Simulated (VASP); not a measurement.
Runs of VASP 6.6.1 on SrAl2O2. The structure is that of space group P6/mmm (No. 191), or close to it. The cells are those of the table. The cell was built from a structure type or drawn by symmetry, and may not be a known phase.

| task | spin | cell | k mesh | cutoff (eV) | gap on the mesh (eV) | pressure (GPa) | moment (μB) |
| --- | --- | --- | --- | --- | --- | --- | --- |
| single point | collinear, ferromagnetic start | a = 4.621, b = 4.621, c = 4.382 Å, angles 90.0, 90.0, 120.0°, 5 atoms | 6 × 6 × 4 | 520 | none | -4.3 | 0.00 |
| relaxation of cell and atoms | off | relaxed from a = 4.621, b = 4.621, c = 4.382 Å, angles 90.0, 90.0, 120.0°, 5 atoms | 6 × 6 × 4 | 600 | none | 0.0 | - |
| single point | off | a = 5.048, b = 5.048, c = 3.633 Å, angles 90.0, 90.0, 120.0°, 5 atoms | 12 × 12 × 10 | 520 | none | 0.1 | - |
| single point | collinear, ferromagnetic start | a = 5.046, b = 5.046, c = 3.636 Å, angles 90.0, 90.0, 120.0°, 5 atoms | 6 × 6 × 6 | 520 | none | -0.1 | 0.00 |
| single point | off | a = 5.046, b = 5.046, c = 3.636 Å, angles 90.0, 90.0, 120.0°, 5 atoms | 6 × 6 × 6 | 520 | none | -0.1 | - |
| single point | off | a = 4.621, b = 4.621, c = 4.382 Å, angles 90.0, 90.0, 120.0°, 5 atoms | 6 × 6 × 4 | 520 | none | -4.3 | - |
| single point | off | a = 5.046, b = 5.046, c = 3.636 Å, angles 90.0, 90.0, 120.0°, 5 atoms | 6 × 6 × 4 | 520 | none | (a) | - |
| relaxation of cell and atoms | off | relaxed from a = 5.046, b = 5.046, c = 3.636 Å, angles 90.0, 90.0, 120.0°, 5 atoms | 6 × 6 × 6 | 600 | none | -0.2 | - |

Alike in all rows: level PBE; potentials or basis VASP PAW PBE potentials, release 64 (Sr_sv, Al, O); smearing gaussian 0.1 eV.

**Question.** Fill in the values left out.

**Answer.** (a) 0.2.

Caveats: some runs use coarse meshes; the cell stands under tension (at least some runs); a cell axis changed by over 15 % at a fixed basis, so the end point is rough (at least some runs); the relaxation stopped at its first step, so nothing moved (at least some runs).

A k mesh can miss the band edges, and the runs leave out spin-orbit coupling on Sr.

A gap of «none» marks levels without a gap at the run's occupations.
